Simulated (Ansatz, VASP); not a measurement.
**One calculation of HfN, two programs**

```
Hf N
1.0
     0.00000    2.43972    2.07828
     2.43972    0.00000    2.07828
     2.43972    2.43972    0.00000
Hf N
1 1
Direct
  0.00000 0.00000 0.00000
  0.50000 0.50000 0.50000
```

Change from the starting cell: strain +0.080 along x and y, -0.080 along z, atoms carried along.

Alike in both runs: task single point; functional PBEsol; k mesh 18 × 18 × 18; occupations gaussian, width 0.15 eV; no spin polarisation.

```csv
,VASP,Ansatz
version,VASP 6.6.1,Ansatz 0.2.0
potentials or method,"VASP PAW PBE potentials, release 64 (Hf_pv, N), cutoff 520 eV","scalar-relativistic, plane waves, PAW"
valence electrons in the cell,15,31
```

Ansatz gave:

* gap on the k mesh at the Fermi level (eV): none
* pressure (GPa): -3.9
* traceless stress, the component that is largest in VASP (GPa): 50.34

Which values does VASP return?

gap on the k mesh at the Fermi level (eV): none; pressure (GPa): -5.6; traceless stress, the component that is largest in VASP (GPa): 50.43.

VASP's potentials were made for PBE, not for PBEsol. A gap of «none» marks a metal or a gap that the smearing closes. VASP's potentials hold 15 valence electrons a cell and Ansatz's 31, so a difference there can come from the potentials and not from the codes.

Spin-orbit coupling is off throughout.
